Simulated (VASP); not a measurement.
# Lu (P6_3/mmc) in VASP: relaxation of cell and atoms with PBEsol

Aim: the relaxation of cell and atoms of Lu with PBEsol.

Everything below comes from runs of VASP 6.6.1. Logs are shortened: lines on timing, memory, paths and dates and some standing lists are left out, and cuts for length are marked.

**1. The cell of the first run**

Symmetry: P6_3/mmc, No. 194, hexagonal system. Conventional cell: a = 3.503 Å, b = 3.503 Å, c = 5.551 Å, α = 90.00°, β = 90.00°, γ = 120.00°. Lu (site symmetry -6m2) has 12 Lu at 3.43 to 3.50 Å within 4.5 Å.

**2. Relaxation of cell and atoms, PBEsol**

File INCAR:

```
  PREC = Accurate
  ENCUT = 600
  EDIFF = 1E-7
  ISMEAR = -1
  SIGMA = 0.05
  LREAL = False
  LASPH = True
  NELM = 80
  ALGO = Normal
  ISIF = 3
  LWAVE = False
  LCHARG = False
  GGA = PS
  IBRION = 2
  NSW = 80
  EDIFFG = -0.02
```

File KPOINTS:

```
regular mesh
0
Gamma
  13 13 8
```

File POSCAR:

```
Lu
1.0
    3.5031000000      0.0000000000      0.0000000000
   -1.7515500000      3.0337740000      0.0000000000
    0.0000000000      0.0000000000      5.5509000000
Lu
2
Direct
    0.3333333333      0.6666666667      0.2500000000
    0.6666666667      0.3333333333      0.7500000000
```

Potentials or basis: VASP PAW PBE potentials, release 64 (Lu).

Started as:

```
$ cat potpaw_PBE.64/Lu/POTCAR > POTCAR
$ mpirun -np 1 vasp_std > vasp.out
```

OUTCAR:

```text
PREC = Accurate
   ENCUT = 600
   EDIFF = 1E-7
   ISMEAR = -1
   LREAL = False
   LASPH = True
   NELM = 80
   ISIF = 3
   GGA = PS
   IBRION = 2
   NSW = 80
   EDIFFG = -0.02

 ion  position               nearest neighbor table
   1  0.333  0.667  0.250-   2 3.43   2 3.43   2 3.43   2 3.43   2 3.43   2 3.43
   2  0.667  0.333  0.750-   1 3.43   1 3.43   1 3.43   1 3.43   1 3.43   1 3.43

  LATTYP: Found a hexagonal cell.
 ALAT       =     3.5031000000
 C/A-ratio  =     1.5845679541

  Lattice vectors:

 A1 = (   3.5031000000,   0.0000000000,   0.0000000000)
 A2 = (  -1.7515500000,   3.0337740000,   0.0000000000)
 A3 = (   0.0000000000,   0.0000000000,   5.5509000000)

Analysis of symmetry for initial positions (statically):
=====================================================================
 Subroutine PRICEL returns:
 Original cell was already a primitive cell.

 Routine SETGRP: Setting up the symmetry group for a
 hexagonal supercell.

 Subroutine GETGRP returns: Found 24 space group operations
 (whereof 12 operations were pure point group operations)
 out of a pool of 24 trial point group operations.

The static configuration has the point symmetry D_3d.
 The point group associated with its full space group is D_6h.

Analysis of symmetry for dynamics (positions and initial velocities):
=====================================================================
 Subroutine PRICEL returns:
 Original cell was already a primitive cell.

 Routine SETGRP: Setting up the symmetry group for a
 hexagonal supercell.

 Subroutine GETGRP returns: Found 24 space group operations
 (whereof 12 operations were pure point group operations)
 out of a pool of 24 trial point group operations.

The dynamic configuration has the point symmetry D_3d.
 The point group associated with its full space group is D_6h.

 Subroutine INISYM returns: Found 24 space group operations
 (whereof 12 operations are pure point group operations),
 and found     1 'primitive' translations

----------------------------------------------------------------------------------------

                                     Primitive cell

  volume of cell :      58.9928

[... 92 lines left out ...]
   IBRION =      2    ionic relax: 0-MD 1-quasi-New 2-CG
   NFREE  =      1    steps in history (QN), initial steepest desc. (CG)
   ISIF   =      3    stress and relaxation
   ISYM   =      2    0-nonsym 1-usesym 2-fastsym
   POTIM  = 0.5000    time-step for ionic-motion
   TEBEG  =    0.0;   TEEND  =   0.0 temperature during run
   PSTRESS=    0.0 pullay stress
   NELECT =      50.0000    total number of electrons
   NUPDOWN=      -1.0000    fix difference up-down
   EMIN   =  10.00;   EMAX   =-10.00  energy-range for DOS
   EFERMI =   0.00;   METHOD = LEGACY
   ISMEAR =    -1;   SIGMA  =   0.05  broadening in eV -4-tet -1-fermi 0-gaus
   EFERMI_NEDOS =   21; number of points for ismear=-14 and -15
   IALGO  =     38    algorithm
   IMIX   =      4    mixing-type and parameters
     AMIX     =   0.40;   BMIX     =  1.00
     AMIX_MAG =   1.60;   BMIX_MAG =  1.00
  volume/ion in A,a.u.               =      29.50       199.05
  Fermi-wavevector in a.u.,A,eV,Ry     =   1.549287  2.927727 32.657916  2.400289
  Thomas-Fermi vector in A             =   2.654115
   LORBIT       =      0    0 simple, 1 ext, 2 COOP (PROOUT), +10 PAW based schemes
   GGA     = PS    functional components
   LHFCALC =     F    Hartree Fock is set to
   AEXX    =    0.0000 exact exchange contribution
   IVDW    =     0    specifies the selected vdW correction
   LEPSILON=     F    determine dielectric tensor
   LRPA    =     F    only Hartree local field effects (RPA)
 conjugate gradient relaxation of ions
 non-spin polarized calculation
  energy-cutoff  :      600.00
  volume of cell :       58.99
 maximum number of plane-waves:      1985
 NGX is ok and might be reduce to    28
   NGX = 13   NGY = 13   NGZ = 23

--------------------------------------- Ionic step        1  -------------------------------------------

 number of electron      50.0000005 magnetization

 Free energy of the ion-electron system (eV)
  ---------------------------------------------------
  ext. energy  EPLUGINS =         0.00000000
  ---------------------------------------------------
  free energy    TOTEN  =        -9.87746119 eV

  energy without entropy =       -9.84773537  energy(sigma->0) =       -9.86259828

------------------------ aborting loop because EDIFF is reached ----------------------------------------

  FORCE on cell =-STRESS in cart. coord.  units (eV):
  Direction    XX          YY          ZZ          XY          YZ          ZX
  --------------------------------------------------------------------------------------
  -------------------------------------------------------------------------------------
  Total       -0.9349107     -0.9349110     -1.3773430      0.0000000      0.0000000      0.0000000
  in kB      -25.3911025    -25.3911093    -37.4070548      0.0000000      0.0000000      0.0000000
  external PRESSURE =     -29.3964222 kB  Pullay stress =       0.0000000 kB
[... 203 lines left out ...]
--------------------------------------- Ionic step        7  -------------------------------------------

 number of electron      50.0000001 magnetization

 Free energy of the ion-electron system (eV)
  ---------------------------------------------------
  ext. energy  EPLUGINS =         0.00000000
  ---------------------------------------------------
  free energy    TOTEN  =        -9.91735665 eV

  energy without entropy =       -9.89176490  energy(sigma->0) =       -9.90456077

 E-fermi :   2.2802     XC(G=0): -11.0419

 val. band max:        2.2711055096   @ k =   0.2308   0.1538   0.3750
 cond. band min:       2.3032320152   @ k =   0.2308   0.0000   0.0000
 fundamental gap:      0.0321265055
 Fermi energy:         2.2801783905

 k-point     1 :       0.0000    0.0000    0.0000
  band No.  band energies     occupation
      1     -53.7693      2.00000
      2     -53.7217      2.00000
      3     -24.7863      2.00000
      4     -24.2664      2.00000
      5     -24.2664      2.00000
      6     -24.1614      2.00000
[... 781 lines left out ...]
     29       4.8686      0.00000
     30       5.4603      0.00000

 [... further k-points ...]

------------------------ aborting loop because EDIFF is reached ----------------------------------------

  FORCE on cell =-STRESS in cart. coord.  units (eV):
  Direction    XX          YY          ZZ          XY          YZ          ZX
  --------------------------------------------------------------------------------------
  -------------------------------------------------------------------------------------
  Total       -0.0149742     -0.0149742      0.0007673      0.0000000      0.0000000      0.0000000
  in kB       -0.4350333     -0.4350334      0.0222907      0.0000000      0.0000000      0.0000000
  external PRESSURE =      -0.2825920 kB  Pullay stress =       0.0000000 kB
[... 17 lines left out ...]
  FREE ENERGIE OF THE ION-ELECTRON SYSTEM (eV)
  ---------------------------------------------------
  free  energy   TOTEN  =        -9.9173566462 eV

  energy  without entropy=       -9.8917649030  energy(sigma->0) =       -9.90456077

 reached required accuracy - stopping structural energy minimisation
```

CONTCAR:

```text
Lu
   1.00000000000000
     3.4495026249395018   -0.0000000000000000    0.0000000000000000
    -1.7247513124697509    2.9873572926645404    0.0000000000000000
     0.0000000000000000   -0.0000000000000000    5.3516570320987640
  Lu
     2
Direct
     0.3333333332999970    0.6666666667000030    0.2500000000000000
     0.6666666667000030    0.3333333332999970    0.7500000000000000

  0.00000000E+00  0.00000000E+00  0.00000000E+00
  0.00000000E+00  0.00000000E+00  0.00000000E+00
```

Run time: 15 min. Hardware: 1 thread of Intel Xeon Platinum 8488C (Sapphire Rapids), shared host; peak memory 0.34 GiB.

Results:

| Quantity | Value |
| --- | --- |
| Free energy | -9.9174 eV |
| Relaxed volume | 27.57 Å³/atom |
| Relaxed cell | a = 3.450 Å, b = 3.450 Å, c = 5.352 Å, α = 90.00°, β = 90.00°, γ = 120.00° |
| Space group after relaxing (to 0.1 Å) | P6_3/mmc (No. 194) |
| Energy gained by relaxing | 19.9 meV/atom |
| Ionic steps | 7 |
| Pressure after relaxing | 0.0 GPa |
| Band gap on the k mesh | zero (bands 25 and 26 overlap by 1.91 eV) |

The path:
| step | energy change (eV) | largest force (eV/Å) | pressure (GPa) | volume (Å³) |
| --- | --- | --- | --- | --- |
| 1 | 0.0000 | 0.0000 | -2.94 | 58.99 |
| 2 | -0.0376 | 0.0000 | 0.79 | 54.49 |
| 3 | -0.0387 | 0.0000 | 0.03 | 55.17 |
| 4 | -0.0387 | 0.0000 | 0.11 | 55.10 |
| 5 | -0.0397 | 0.0000 | 0.20 | 55.13 |
| 6 | -0.0397 | 0.0000 | 0.16 | 55.16 |
| 7 | -0.0399 | 0.0000 | -0.03 | 55.15 |

Final structure:
```
Lu
1.0
     3.44950    0.00000    0.00000
    -1.72475    2.98736    0.00000
     0.00000    0.00000    5.35166
Lu
2
Direct
  0.33333 0.66667 0.25000
  0.66667 0.33333 0.75000
```

Levels at points of the mesh, in eV from the Fermi level:
```tsv
k point	band 23	band 24	band 25	band 26	band 27	band 28
(0.00, 0.00, 0.00)	-4.72	-2.47	0.93	2.21	2.21	2.73
(0.00, 0.00, 0.50)	-4.38	-4.38	1.27	1.27	2.09	2.09
```

Caveat: the PAW data sets were made with another functional, which shifts forces and pressure a little; spin-orbit coupling is left out, which moves the levels of the heavy elements.

The gap in the log of VASP goes by the Fermi energy; the results here count the filled bands.